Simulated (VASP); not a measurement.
Set up this calculation in VASP 6.6.1, as the native input.

| Item | Value |
| --- | --- |
| Task | single point |
| Functional | r2SCAN |
| Potentials or basis | VASP PAW PBE potentials, release 64 (O, Zn, Mg) |
| Cutoff | 520 eV |
| k mesh | 1 × 1 × 1 |
| Occupations | fermi-dirac, width 0.05 eV |
| Spin | no spin polarisation |
| Dipole correction | no |
| Further INCAR settings | LREAL = Auto; ALGO = Normal; EDIFF = 1e-06; NBANDS = 256 |

Crystal: Mg7Zn9O16.

```xyz
64
Lattice="8.4874 0.0000 0.0000 0.0000 8.4874 0.0000 0.0000 0.0000 8.4874" Properties=species:S:1:pos:R:3 pbc="T T T"
O     2.1276    8.4872    0.0143
O     2.1369    8.4869    4.2232
O     2.1312    4.2437    0.0127
O     2.1257    4.2422    4.2156
O     6.3626    8.4860    8.4752
O     6.3381    0.0007    4.2635
O     6.3678    4.2424    8.4832
O     6.3630    4.2443    4.2400
O     0.0224    2.1243    8.4797
O     8.4635    2.1445    4.2398
O     0.0225    6.3621    8.4640
O     8.4702    6.3446    4.2567
O     4.2350    2.1214    8.4809
O     4.2613    2.1242    4.2401
O     4.2342    6.3633    0.0061
O     4.2685    6.3632    4.2175
O     0.0170    0.0159    2.1235
O     8.4678    8.4861    6.3611
O     0.0240    4.2262    2.1378
O     0.0039    4.2414    6.3393
O     4.2220    8.4684    2.1399
O     4.2573    8.4852    6.3455
O     4.2274    4.2611    2.1399
O     4.2444    4.2433    6.3446
O     2.0973    2.1170    2.0873
O     2.1039    2.1183    6.3766
O     2.1452    6.3661    2.0878
O     2.1074    6.3670    6.3760
O     6.3837    2.1204    2.1317
O     6.3879    2.0990    6.3457
O     6.3581    6.3680    2.1291
O     6.3920    6.3868    6.3467
Zn    0.0034    8.4872    8.4847
Zn    8.4794    0.0017    4.2441
Zn    0.0063    4.2419    8.4836
Zn    4.2432    8.4852    0.0006
Zn    4.2486    4.2440    8.4838
Zn    2.1156    2.1224    4.2329
Zn    2.1272    6.3644    4.2317
Zn    6.3685    2.1220    8.4814
Zn    6.3727    6.3638    8.4806
Zn    2.1212    8.4865    6.3615
Zn    2.1235    4.2428    6.3601
Zn    6.3620    8.4869    2.1231
Zn    6.3672    4.2431    2.1213
Zn    6.3713    4.2435    6.3581
Zn    0.0071    6.3634    2.1153
Zn    4.2406    2.1211    2.1177
Zn    4.2480    2.1203    6.3596
Zn    4.2507    6.3653    6.3564
Mg    0.0049    4.2462    4.2373
Mg    4.2354    0.0016    4.2446
Mg    4.2413    4.2416    4.2454
Mg    2.1335    2.1201    8.4742
Mg    2.1290    6.3650    8.4730
Mg    6.3618    2.1206    4.2379
Mg    6.3707    6.3679    4.2364
Mg    2.1173    8.4855    2.1191
Mg    2.1251    4.2427    2.1123
Mg    6.3605    8.4865    6.3755
Mg    8.4809    2.1186    2.1106
Mg    0.0030    2.1213    6.3629
Mg    0.0059    6.3656    6.3624
Mg    4.2548    6.3648    2.1080
```

These files were run (other wordings do the same):

POSCAR

```
Mg7Zn9O16
1.0
    8.4873680000      0.0000000000      0.0000000000
    0.0000000000      8.4873680000      0.0000000000
    0.0000000000      0.0000000000      8.4873680000
O Zn Mg
32 18 14
Direct
    0.2506840000      0.9999800000      0.0016830000
    0.2517750000      0.9999400000      0.4975840000
    0.2511070000      0.5000030000      0.0014930000
    0.2504500000      0.4998220000      0.4966920000
    0.7496560000      0.9998390000      0.9985630000
    0.7467640000      0.0000800000      0.5023310000
    0.7502720000      0.4998450000      0.9995080000
    0.7496990000      0.5000730000      0.4995660000
    0.0026430000      0.2502940000      0.9990920000
    0.9971900000      0.2526680000      0.4995450000
    0.0026460000      0.7496010000      0.9972450000
    0.9979730000      0.7475390000      0.5015380000
    0.4989760000      0.2499510000      0.9992350000
    0.5020790000      0.2502750000      0.4995800000
    0.4988840000      0.7497390000      0.0007140000
    0.5029180000      0.7497290000      0.4969160000
    0.0020010000      0.0018760000      0.2502010000
    0.9976890000      0.9998500000      0.7494750000
    0.0028230000      0.4979350000      0.2518780000
    0.0004570000      0.4997300000      0.7469150000
    0.4974490000      0.9977600000      0.2521330000
    0.5016050000      0.9997450000      0.7476350000
    0.4980760000      0.5020500000      0.2521220000
    0.5000900000      0.4999600000      0.7475340000
    0.2471030000      0.2494260000      0.2459350000
    0.2478870000      0.2495880000      0.7513050000
    0.2527520000      0.7500660000      0.2459870000
    0.2482980000      0.7501680000      0.7512330000
    0.7521380000      0.2498350000      0.2511620000
    0.7526410000      0.2473120000      0.7476630000
    0.7491220000      0.7502870000      0.2508540000
    0.7531210000      0.7525040000      0.7477850000
    0.0004050000      0.9999790000      0.9996840000
    0.9990570000      0.0001970000      0.5000470000
    0.0007390000      0.4997840000      0.9995510000
    0.4999420000      0.9997470000      0.0000710000
    0.5005770000      0.5000320000      0.9995770000
    0.2492680000      0.2500630000      0.4987290000
    0.2506260000      0.7498690000      0.4985930000
    0.7503500000      0.2500160000      0.9993020000
    0.7508480000      0.7497990000      0.9992000000
    0.2499230000      0.9998940000      0.7495220000
    0.2501900000      0.4998930000      0.7493570000
    0.7495800000      0.9999460000      0.2501460000
    0.7501960000      0.4999370000      0.2499390000
    0.7506860000      0.4999730000      0.7491280000
    0.0008420000      0.7497510000      0.2492330000
    0.4996390000      0.2499150000      0.2495090000
    0.5005050000      0.2498200000      0.7493050000
    0.5008300000      0.7499750000      0.7489270000
    0.0005780000      0.5002920000      0.4992510000
    0.4990210000      0.0001920000      0.5001040000
    0.4997170000      0.4997500000      0.5002020000
    0.2513750000      0.2497940000      0.9984440000
    0.2508410000      0.7499370000      0.9983100000
    0.7495640000      0.2498520000      0.4993210000
    0.7506100000      0.7502750000      0.4991440000
    0.2494690000      0.9997810000      0.2496770000
    0.2503830000      0.4998840000      0.2488780000
    0.7494090000      0.9998960000      0.7511770000
    0.9992360000      0.2496200000      0.2486700000
    0.0003480000      0.2499380000      0.7496900000
    0.0006940000      0.7500060000      0.7496340000
    0.5013150000      0.7499110000      0.2483730000
```

INCAR.step1

```
PREC     = Accurate       # precision mode
ENCUT    = 520            # plane-wave cutoff, eV
ISMEAR   = -1             # smearing method
SIGMA    = 0.05           # smearing width, eV
LREAL    = Auto         
LASPH    = True           # aspherical terms in the spheres
NELM     = 100            # most SCF steps
NBANDS   = 256            # bands
GGA      = PE             # functional
ALGO     = Normal         # electronic algorithm
EDIFF    = 1E-4           # SCF threshold, eV
LWAVE    = True           # write WAVECAR
LCHARG   = False          # write CHGCAR
```

INCAR.step2

```
PREC     = Accurate       # precision mode
ENCUT    = 520            # plane-wave cutoff, eV
EDIFF    = 1E-6           # SCF threshold, eV
ISMEAR   = -1             # smearing method
SIGMA    = 0.05           # smearing width, eV
LREAL    = Auto         
LASPH    = True           # aspherical terms in the spheres
NELM     = 100            # most SCF steps
ALGO     = Normal         # electronic algorithm
ISIF     = 2              # what is computed and relaxed
LWAVE    = False          # write WAVECAR
LCHARG   = True           # write CHGCAR
METAGGA  = R2SCAN         # meta-GGA
LMIXTAU  = True         
LELF     = True           # ELF
LVHAR    = True         
NBANDS   = 256            # bands
ISTART   = 1
```

KPOINTS

```
regular mesh
0
Gamma
  1 1 1
```

Potentials or basis: VASP PAW PBE potentials, release 64 (O, Zn, Mg).

Command:

```console
$ cat potpaw_PBE.64/O/POTCAR potpaw_PBE.64/Zn/POTCAR potpaw_PBE.64/Mg/POTCAR > POTCAR
$ cp INCAR.step1 INCAR
$ mpirun -np 1 vasp_gam > vasp.out
$ cp INCAR.step2 INCAR
$ mpirun -np 1 vasp_gam > vasp.out
```

Results of the run:

| Quantity | Value |
| --- | --- |
| Pressure | 0.1 GPa |
| Largest force | 0.194 eV/Å |
| Band gap on the k mesh | 2.59 eV |

Caveat: the k points lie up to 0.74 Å⁻¹ apart; the PAW data sets were made with another functional, which shifts forces and pressure a little.

It took 14 min on 1 thread of Intel(R) Xeon(R) Platinum 8488C (Sapphire Rapids), with other jobs on the host, peak memory 0.67 GiB.
